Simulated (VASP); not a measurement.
WAu: single point with r2SCAN

Crystal: WAu.

```
W Au
1.0
     0.00000    2.82689    2.82689
     2.82689    0.00000    2.82689
     2.82689    2.82689    0.00000
W Au
1 1
Direct
  0.00000 0.00000 0.00000
  0.75000 0.75000 0.75000
```

| Quantity | Value |
| --- | --- |
| Program | VASP 6.6.1 |
| Task | single point |
| Functional | r2SCAN |
| Potentials or basis | VASP PAW PBE potentials, release 64 (W_sv, Au) |
| Cutoff | 520 eV |
| k mesh | 8 × 8 × 8 |
| Occupations | fermi-dirac, width 0.05 eV |
| Spin | no spin polarisation |
| Dipole correction | no |
| Further INCAR settings | ALGO = Normal; EDIFF = 1e-06; NBANDS = 20 |

| Property | Result |
| --- | --- |
| Pressure | 10.6 GPa |
| Band gap on the k mesh | zero (an odd number of electrons rules out a gap without spin polarisation) |

Levels at points of the mesh, in eV from the Fermi level:
```csv
k point,band 11,band 12,band 13,band 14,band 15,band 16
"(0.00, 0.00, 0.00)",-0.86,-0.86,-0.86,1.91,1.91,9.43
"(0.50, 0.00, 0.00)",-2.07,-0.27,-0.27,1.66,1.66,2.44
"(0.50, 0.50, 0.00)",-3.06,0.46,1.53,1.74,1.74,3.38
```

Wall time 100 s on 1 thread of Intel(R) Xeon(R) Platinum 8488C (Sapphire Rapids), on a shared host, peak memory 0.18 GiB.

Caveat: the cell stands under pressure; the PAW data sets were made with another functional, which shifts forces and pressure a little; spin-orbit coupling is left out, which moves the levels of the heavy elements.
